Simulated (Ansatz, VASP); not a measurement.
# BaTiO3: VASP beside Ansatz

INCAR

```
SYSTEM = BaTiO3
PREC = Accurate
ENCUT = 520
EDIFF = 1E-6
ISMEAR = -1
SIGMA = 0.03
LREAL = .FALSE.
LASPH = .TRUE.
NELM = 100
ALGO = Normal
ISIF = 2
LWAVE = .FALSE.
LCHARG = .TRUE.
GGA = PS
LELF = .TRUE.
LVHAR = .TRUE.
NBANDS = 28
```

File KPOINTS:

```
regular mesh
0
G
  7 7 7
  0 0 0
```

Contents of POSCAR:

```
BaTiO3
1.0
    4.0130884697      0.0000000000      0.0000000000
    0.0000000000      4.0130884697      0.0000000000
    0.0000000000      0.0000000000      4.0313489353
Ba Ti O
1 1 3
Direct
    0.0000000000      0.0000000000      0.0000000000
    0.5000000000      0.5000000000      0.5000000000
    0.5000000000      0.5000000000      0.0000000000
    0.5000000000      0.0000000000      0.5000000000
    0.0000000000      0.5000000000      0.5000000000
```

Input for Ansatz:

```yaml
crystal:
  lattice:
    - [4.0130884697, 0.0, 0.0]
    - [0.0, 4.0130884697, 0.0]
    - [0.0, 0.0, 4.0313489353]
  atoms:
    - { symbol: Ba, position: [0.0, 0.0, 0.0] }
    - { symbol: Ti, position: [0.5, 0.5, 0.5] }
    - { symbol: O, position: [0.5, 0.5, 0.0] }
    - { symbol: O, position: [0.5, 0.0, 0.5] }
    - { symbol: O, position: [0.0, 0.5, 0.5] }
kpoints:
  mp_grid: { grid: [7, 7, 7] }
  band_path:
    path:
      - [0.0, 0.0, 0.0]
      - [0.0, 0.5, 0.0]
      - [0.5, 0.5, 0.0]
      - [0.0, 0.0, 0.0]
      - [0.0, 0.0, 0.5]
      - [0.0, 0.5, 0.5]
      - [0.5, 0.5, 0.5]
      - [0.0, 0.0, 0.5]
      - [0.0, 0.5, 0.0]
    npoints: 5
scf:
  occupations: { method: fermi_dirac, width: 0.03 }
hamiltonian:
  xc: pbesol
  pseudopotentials: { kind: all_electron, lapw: { basis_error: 0.001 } }
output:
  forces: true
  stress: true
  eigenvalues: true
```

Change from the starting cell: volume scaled by 1.01.

Alike in both runs: task single point; functional PBEsol; k mesh 7 × 7 × 7; occupations fermi-dirac, width 0.03 eV; no spin polarisation.

```csv
,VASP,Ansatz
version,VASP 6.6.1,Ansatz 0.2.0
potentials or method,"VASP PAW PBE potentials, release 64 (Ba_sv, Ti_sv, O), cutoff 520 eV","all-electron LAPW, scalar-relativistic"
```

```tsv
	VASP	Ansatz	Ansatz less VASP
gap on the k mesh at the Fermi level (eV)	1.73	1.79	+0.062
pressure (GPa)	-4.4	-6.1	-1.73
traceless stress, the component that is largest in VASP (GPa)	-0.54	-0.52	+0.019
```

VASP's potentials were made for PBE, not for PBEsol. Ansatz ran all-electron here, and VASP with PAW potentials.

Spin-orbit coupling is off throughout.
